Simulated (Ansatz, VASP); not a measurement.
## Ga: VASP beside Ansatz

```
Ga
1.0
    -1.64769    1.64769    1.64769
     1.64769   -1.64769    1.64769
     1.64769    1.64769   -1.64769
Ga
1
Direct
  0.00000 0.00000 0.00000
```

Alike in both runs: task single point; functional PBEsol; k mesh 18 × 18 × 18; occupations gaussian, width 0.1 eV; no spin polarisation.

|  | VASP | Ansatz |
| --- | --- | --- |
| version | VASP 6.6.1 | Ansatz 0.2.0 |
| potentials or method | VASP PAW PBE potentials, release 64 (Ga_d), cutoff 500 eV | scalar-relativistic, plane waves, PAW |
| valence electrons in the cell | 13 | 13 |

|  | VASP | Ansatz | Ansatz less VASP |
| --- | --- | --- | --- |
| gap on the k mesh at the Fermi level (eV) | none | none | - |
| pressure (GPa) | 0.2 | 0.2 | -0.04 |

VASP's potentials were made for PBE, not for PBEsol. A gap of «none» marks a metal or a gap that the smearing closes.
